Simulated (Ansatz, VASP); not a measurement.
**Two plane-wave programs on BaZnSbF**

```
Ba Zn Sb F
1.0
     4.43835    0.00000    0.00000
     0.00000    4.43835    0.00000
     0.00000    0.00000    9.77891
Ba Zn Sb F
2 2 2 2
Cartesian
  0.0000 2.2192 3.4154
  2.2192 0.0000 6.3635
  2.2192 2.2192 0.0000
  0.0000 0.0000 0.0000
  2.2192 0.0000 1.6392
  0.0000 2.2192 8.1397
  2.2192 2.2192 4.8895
  0.0000 0.0000 4.8895
```

Alike in both runs: functional PBE; k mesh 8 × 8 × 4; occupations fermi-dirac, width 0.05 eV; no spin polarisation.

Ansatz relaxed the structure, and its values are those at the end. VASP's run is a single point on that final structure, the one shown.

|  | VASP | Ansatz |
| --- | --- | --- |
| version | VASP 6.6.1 | Ansatz 0.2.0 |
| potentials or method | VASP PAW PBE potentials, release 64 (Ba_sv, Zn, Sb, F) | plane-wave PAW, scalar-relativistic |
| plane-wave cutoff (eV) | 520 | 420 |
| valence electrons in the cell | 68 | 88 |

|  | VASP | Ansatz | Ansatz less VASP |
| --- | --- | --- | --- |
| pressure (GPa) | 1.8 | 1.2 | -0.63 |
| rms of the force components (eV/Å) | 0.031 | 0.003 | -0.0289 |

VASP's potentials hold 68 valence electrons a cell and Ansatz's 88, so a difference there can come from the potentials and not from the codes. Ansatz's warnings: stress scf threshold loose.

Neither program's run includes spin-orbit coupling.
